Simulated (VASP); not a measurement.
# La (P6_3/mmc) in VASP: a series of runs

The runs below take La through single point, with PBE.

Everything below comes from runs of VASP 6.6.1. Logs are shortened: lines on timing, memory, paths and dates and some standing lists are left out, and cuts for length are marked.

## (1) The cell of the first run

Symmetry: P6_3/mmc, No. 194, hexagonal system. The conventional cell has a = 3.732 Å, b = 3.732 Å, c = 6.026 Å, α = 90.00°, β = 90.00°, γ = 120.00°. Within 4.9 Å of La (site symmetry -6m2) lie 12 La at 3.70 to 3.73 Å.

## (2) Single point, PBE (36.35 Å³/atom)

File INCAR:

```
SYSTEM = La
ALGO = Normal
EDIFF = 1E-7
ENCUT = 520
GGA = PE
ISIF = 2
ISMEAR = -1
LASPH = .TRUE.
LCHARG = .FALSE.
LREAL = .FALSE.
LWAVE = .FALSE.
NBANDS = 18
NELM = 100
PREC = Accurate
SIGMA = 0.1
```

File KPOINTS:

```
k-points
0
G
  16 16 9
  0 0 0
```

File POSCAR:

```
La
1.0
    3.7322374104      0.0000000000      0.0000000000
   -1.8661187052      3.2322124104      0.0000000000
    0.0000000000      0.0000000000      6.0264567119
La
2
Direct
    0.3333333333      0.6666666667      0.2500000000
    0.6666666667      0.3333333333      0.7500000000
```

Potentials or basis: VASP PAW PBE potentials, release 64 (La).

The run is started by

```console
$ cat potpaw_PBE.64/La/POTCAR > POTCAR
$ mpirun -np 1 vasp_std > vasp.out
```

OUTCAR:

```text
SYSTEM = La
   EDIFF = 1E-7
   ENCUT = 520
   GGA = PE
   ISIF = 2
   ISMEAR = -1
   LASPH = .TRUE.
   LREAL = .FALSE.
   NELM = 100
   PREC = Accurate

 ion  position               nearest neighbor table
   1  0.333  0.667  0.250-
   2  0.667  0.333  0.750-

  LATTYP: Found a hexagonal cell.
 ALAT       =     3.7322374104
 C/A-ratio  =     1.6147034739

  Lattice vectors:

 A1 = (   3.7322374104,   0.0000000000,   0.0000000000)
 A2 = (  -1.8661187052,   3.2322124104,   0.0000000000)
 A3 = (   0.0000000000,   0.0000000000,   6.0264567119)

Analysis of symmetry for initial positions (statically):
=====================================================================
 Subroutine PRICEL returns:
 Original cell was already a primitive cell.

 Routine SETGRP: Setting up the symmetry group for a
 hexagonal supercell.

 Subroutine GETGRP returns: Found 24 space group operations
 (whereof 12 operations were pure point group operations)
 out of a pool of 24 trial point group operations.

The static configuration has the point symmetry D_3d.
 The point group associated with its full space group is D_6h.

Analysis of symmetry for dynamics (positions and initial velocities):
=====================================================================
 Subroutine PRICEL returns:
 Original cell was already a primitive cell.

 Routine SETGRP: Setting up the symmetry group for a
 hexagonal supercell.

 Subroutine GETGRP returns: Found 24 space group operations
 (whereof 12 operations were pure point group operations)
 out of a pool of 24 trial point group operations.

The dynamic configuration has the point symmetry D_3d.
 The point group associated with its full space group is D_6h.

 Subroutine INISYM returns: Found 24 space group operations
 (whereof 12 operations are pure point group operations),
 and found     1 'primitive' translations

----------------------------------------------------------------------------------------

                                     Primitive cell

  volume of cell :      72.6995

  direct lattice vectors                    reciprocal lattice vectors
     3.732237410  0.000000000  0.000000000     0.267935796  0.154692804  0.000000000
    -1.866118705  3.232212410  0.000000000     0.000000000  0.309385607  0.000000000
     0.000000000  0.000000000  6.026456712     0.000000000  0.000000000  0.165934984

  length of vectors
     3.732237410  3.732237410  6.026456712     0.309385607  0.309385607  0.165934984

  position of ions in fractional coordinates (direct lattice)
     0.333333333  0.666666667  0.250000000
     0.666666667  0.333333333  0.750000000

  ion indices of the primitive-cell ions
   primitive index   ion index
                 1           1
                 2           2

----------------------------------------------------------------------------------------

 KPOINTS: k-points

Automatic generation of k-mesh.
 Grid dimensions read from file:
 generate k-points for:   16   16    9

 Generating k-lattice:

  Cartesian coordinates                     Fractional coordinates (reciprocal lattice)
     0.016745987  0.009668300  0.000000000     0.062500000 -0.000000000  0.000000000
     0.000000000  0.019336600  0.000000000     0.000000000  0.062500000  0.000000000
     0.000000000  0.000000000  0.018437220     0.000000000  0.000000000  0.111111111

  Length of vectors
     0.019336600  0.019336600  0.018437220

  Shift w.r.t. Gamma in fractional coordinates (k-lattice)
     0.000000000  0.000000000  0.000000000

 Subroutine IBZKPT returns following result:
 ===========================================

 Found    150 irreducible k-points:

 Following reciprocal coordinates:
            Coordinates               Weight
  0.000000  0.000000  0.000000      1.000000
  0.062500  0.000000  0.000000      6.000000
  0.125000  0.000000  0.000000      6.000000
  0.187500  0.000000  0.000000      6.000000
  0.250000  0.000000  0.000000      6.000000
  0.312500  0.000000  0.000000      6.000000
[... 16 lines left out ...]
  0.187500  0.187500  0.000000      6.000000
  0.250000  0.187500  0.000000     12.000000
 [... further k-points ...]
   k-points           NKPTS =    150   k-points in BZ     NKDIM =    150   number of bands    NBANDS=     18
   number of dos      NEDOS =    301   number of ions     NIONS =      2
   total plane-waves  NPLWV =  37632
   dimension x,y,z NGX =    28 NGY =   28 NGZ =   48
   dimension x,y,z NGXF=    56 NGYF=   56 NGZF=   96
   ions per type =               2
   NGX,Y,Z   is equivalent  to a cutoff of  12.47, 12.47, 13.24 a.u.
   NGXF,Y,Z  is equivalent  to a cutoff of  24.94, 24.94, 26.48 a.u.
 SYSTEM =  La
   PREC   = accura    normal or accurate (medium, high low for compatibility)
   ISTART =      0    job   : 0-new  1-cont  2-samecut
   ICHARG =      2    charge: 1-file 2-atom 10-const
   ISPIN  =      1    spin polarized calculation?
   LNONCOLLINEAR =      F non collinear calculations
   LSORBIT =      F    spin-orbit coupling
   LASPH  =      T    aspherical Exc in radial PAW
   ENCUT  =  520.0 eV  38.22 Ry    6.18 a.u.   6.94  6.94 11.21*2*pi/ulx,y,z
   NELM   =    100;   NELMIN=  2; NELMDL= -5     # of ELM steps
   EDIFF  = 0.1E-06   stopping-criterion for ELM
   LREAL  =      F    real-space projection
   EDIFFG = 0.1E-05   stopping-criterion for IOM
   NSW    =      0    number of steps for IOM
   IBRION =     -1    ionic relax: 0-MD 1-quasi-New 2-CG
   NFREE  =      0    steps in history (QN), initial steepest desc. (CG)
   ISIF   =      2    stress and relaxation
   ISYM   =      2    0-nonsym 1-usesym 2-fastsym
   POTIM  = 0.5000    time-step for ionic-motion
   TEBEG  =    0.0;   TEEND  =   0.0 temperature during run
   PSTRESS=    0.0 pullay stress
   NELECT =      22.0000    total number of electrons
   NUPDOWN=      -1.0000    fix difference up-down
   EMIN   =  10.00;   EMAX   =-10.00  energy-range for DOS
   EFERMI =   0.00;   METHOD = LEGACY
   ISMEAR =    -1;   SIGMA  =   0.10  broadening in eV -4-tet -1-fermi 0-gaus
   EFERMI_NEDOS =   21; number of points for ismear=-14 and -15
   IALGO  =     38    algorithm
   IMIX   =      4    mixing-type and parameters
     AMIX     =   0.40;   BMIX     =  1.00
     AMIX_MAG =   1.60;   BMIX_MAG =  1.00
  volume/ion in A,a.u.               =      36.35       245.30
  Fermi-wavevector in a.u.,A,eV,Ry     =   1.099104  2.077005 16.436231  1.208029
  Thomas-Fermi vector in A             =   2.235493
   LORBIT       =      0    0 simple, 1 ext, 2 COOP (PROOUT), +10 PAW based schemes
   GGA     = PE    functional components
   LHFCALC =     F    Hartree Fock is set to
   AEXX    =    0.0000 exact exchange contribution
   IVDW    =     0    specifies the selected vdW correction
   LEPSILON=     F    determine dielectric tensor
   LRPA    =     F    only Hartree local field effects (RPA)
 non-spin polarized calculation
  energy-cutoff  :      520.00
  volume of cell :       72.70
 maximum number of plane-waves:      1972
 NGX is ok and might be reduce to    28
   NGX = 13   NGY = 13   NGZ = 23

 number of electron      21.9999997 magnetization

 Free energy of the ion-electron system (eV)
  ---------------------------------------------------
  ext. energy  EPLUGINS =         0.00000000
  ---------------------------------------------------
  free energy    TOTEN  =        -9.76612844 eV

  energy without entropy =       -9.64077007  energy(sigma->0) =       -9.70344925

 E-fermi :   8.0573     XC(G=0):  -9.6479

 val. band max:        8.0517378046   @ k =   0.1250   0.1250   0.1111
 cond. band min:       8.0579339612   @ k =   0.3125   0.0625   0.4444
 fundamental gap:      0.0061961566
 Fermi energy:         8.0573061053

 k-point     1 :       0.0000    0.0000    0.0000
  band No.  band energies     occupation
      1     -24.7604      2.00000
      2     -24.5380      2.00000
      3      -9.1929      2.00000
      4      -7.9252      2.00000
      5      -7.9252      2.00000
      6      -7.7271      2.00000
[... 10 lines left out ...]
     17       9.7733      0.00000
     18       9.9001      0.00000

 k-point     2 :       0.0625    0.0000    0.0000
  band No.  band energies     occupation
      1     -24.7535      2.00000
      2     -24.5347      2.00000
      3      -9.1755      2.00000
      4      -7.9711      2.00000
      5      -7.9397      2.00000
      6      -7.7744      2.00000
[... 10 lines left out ...]
     17       9.7943      0.00000
     18       9.8531      0.00000

 k-point     3 :       0.1250    0.0000    0.0000
  band No.  band energies     occupation
      1     -24.7337      2.00000
      2     -24.5256      2.00000
      3      -9.1245      2.00000
      4      -8.1003      2.00000
      5      -7.9795      2.00000
      6      -7.9052      2.00000
[... 10 lines left out ...]
     17       9.7624      0.00000
     18       9.8394      0.00000

 k-point     4 :       0.1875    0.0000    0.0000
  band No.  band energies     occupation
      1     -24.7033      2.00000
      2     -24.5126      2.00000
      3      -9.0433      2.00000
      4      -8.2900      2.00000
      5      -8.0917      2.00000
      6      -8.0364      2.00000
[... 10 lines left out ...]
     17       9.8639      0.00000
     18       9.8992      0.00000

 k-point     5 :       0.2500    0.0000    0.0000
  band No.  band energies     occupation
      1     -24.6658      2.00000
      2     -24.4985      2.00000
      3      -8.9379      2.00000
      4      -8.5080      2.00000
      5      -8.2994      2.00000
      6      -8.1002      2.00000
[... 10 lines left out ...]
     17       9.9323      0.00000
     18      10.0395      0.00000

 k-point     6 :       0.3125    0.0000    0.0000
  band No.  band energies     occupation
      1     -24.6258      2.00000
      2     -24.4863      2.00000
      3      -8.8171      2.00000
      4      -8.7197      2.00000
      5      -8.4962      2.00000
      6      -8.1613      2.00000
[... 10 lines left out ...]
     17       9.9593      0.00000
     18       9.9738      0.00000

 k-point     7 :       0.3750    0.0000    0.0000
  band No.  band energies     occupation
      1     -24.5887      2.00000
      2     -24.4788      2.00000
      3      -8.8942      2.00000
      4      -8.6940      2.00000
      5      -8.6560      2.00000
      6      -8.2115      2.00000
[... 10 lines left out ...]
     17       9.9297      0.00000
     18      10.0126      0.00000

 k-point     8 :       0.4375    0.0000    0.0000
  band No.  band energies     occupation
      1     -24.5609      2.00000
      2     -24.4767      2.00000
      3      -9.0083      2.00000
      4      -8.7597      2.00000
      5      -8.5907      2.00000
      6      -8.2442      2.00000
[... 10 lines left out ...]
     17       9.9607      0.00000
     18      10.0237      0.00000
[... 229 lines left out ...]
     17       9.9867      0.00000
     18      10.0419      0.00000

 k-point    20 :       0.3125    0.1250    0.0000
  band No.  band energies     occupation
      1     -24.5776      2.00000
      2     -24.4772      2.00000
      3      -8.8605      2.00000
      4      -8.6611      2.00000
      5      -8.6556      2.00000
      6      -8.2786      2.00000
[... 10 lines left out ...]
     17       9.9697      0.00000
     18      10.0677      0.00000

 k-point    21 :       0.3750    0.1250    0.0000
  band No.  band energies     occupation
      1     -24.5506      2.00000
      2     -24.4766      2.00000
      3      -8.9647      2.00000
      4      -8.7287      2.00000
      5      -8.5516      2.00000
      6      -8.3345      2.00000
[... 10 lines left out ...]
     17       9.9444      0.00000
     18      10.0050      0.00000

 k-point    22 :       0.4375    0.1250    0.0000
  band No.  band energies     occupation
      1     -24.5397      2.00000
      2     -24.4777      2.00000
      3      -9.0008      2.00000
      4      -8.7523      2.00000
      5      -8.5057      2.00000
      6      -8.3539      2.00000
[... 10 lines left out ...]
     17       9.9402      0.00000
     18       9.9772      0.00000

 k-point    23 :       0.1875    0.1875    0.0000
  band No.  band energies     occupation
      1     -24.6163      2.00000
      2     -24.4838      2.00000
      3      -8.7877      2.00000
      4      -8.6123      2.00000
      5      -8.5967      2.00000
      6      -8.1770      2.00000
[... 10 lines left out ...]
     17      10.0317      0.00000
     18      10.0734      0.00000

 k-point    24 :       0.2500    0.1875    0.0000
  band No.  band energies     occupation
      1     -24.5815      2.00000
      2     -24.4775      2.00000
      3      -8.7647      2.00000
      4      -8.6702      2.00000
      5      -8.6635      2.00000
      6      -8.2793      2.00000
[... 10 lines left out ...]
     17      10.0404      0.00000
     18      10.0710      0.00000

 [... further k-points ...]

------------------------ aborting loop because EDIFF is reached ----------------------------------------

  FORCE on cell =-STRESS in cart. coord.  units (eV):
  Direction    XX          YY          ZZ          XY          YZ          ZX
  --------------------------------------------------------------------------------------
  -------------------------------------------------------------------------------------
  Total        0.4998497      0.4998497      0.5520002      0.0000000      0.0000000      0.0000000
  in kB       11.0158709     11.0158709     12.1651824      0.0000000      0.0000000      0.0000000
  external PRESSURE =      11.3989747 kB  Pullay stress =       0.0000000 kB

 VOLUME and BASIS-vectors are now :
 -----------------------------------------------------------------------------
  energy-cutoff  :      520.00
  volume of cell :       72.70
      direct lattice vectors                 reciprocal lattice vectors
     3.732237410  0.000000000  0.000000000     0.267935796  0.154692804  0.000000000
    -1.866118705  3.232212410  0.000000000     0.000000000  0.309385607  0.000000000
     0.000000000  0.000000000  6.026456712     0.000000000  0.000000000  0.165934984

 POSITION                                       TOTAL-FORCE (eV/Angst)
 -----------------------------------------------------------------------------------
     -0.00000      2.15481      1.50661        -0.000000     -0.000000      0.000000
      1.86612      1.07740      4.51984         0.000000      0.000000      0.000000
 -----------------------------------------------------------------------------------
    total drift:                               -0.000000      0.000000     -0.000000

  FREE ENERGIE OF THE ION-ELECTRON SYSTEM (eV)
  ---------------------------------------------------
  free  energy   TOTEN  =        -9.7661284372 eV

  energy  without entropy=       -9.6407700708  energy(sigma->0) =       -9.70344925
```

Wall time 4.7 min (1 thread of Oxide Virtual Turin-like, shared host); peak memory 0.3 GiB.

Results:

```
Free energy            : -9.7661 eV
Pressure               : 1.1 GPa
Band gap on the k mesh : zero (bands 11 and 12 overlap by 1.49 eV)
```

Stress tensor (GPa, compression positive):
```
1.10 0.00 0.00
0.00 1.10 0.00
0.00 0.00 1.22
```

Levels at points of the mesh, in eV from the Fermi level:
```csv
k point,band 9,band 10,band 11,band 12,band 13,band 14
"(0.00, 0.00, 0.00)",-3.14,-1.76,1.13,1.35,1.35,1.59
"(0.50, 0.00, 0.00)",-1.64,-1.17,-1.14,1.24,1.27,1.37
```

Caveat: spin-orbit coupling is left out, which moves the levels of the heavy elements.

[end of part 1 of 2]
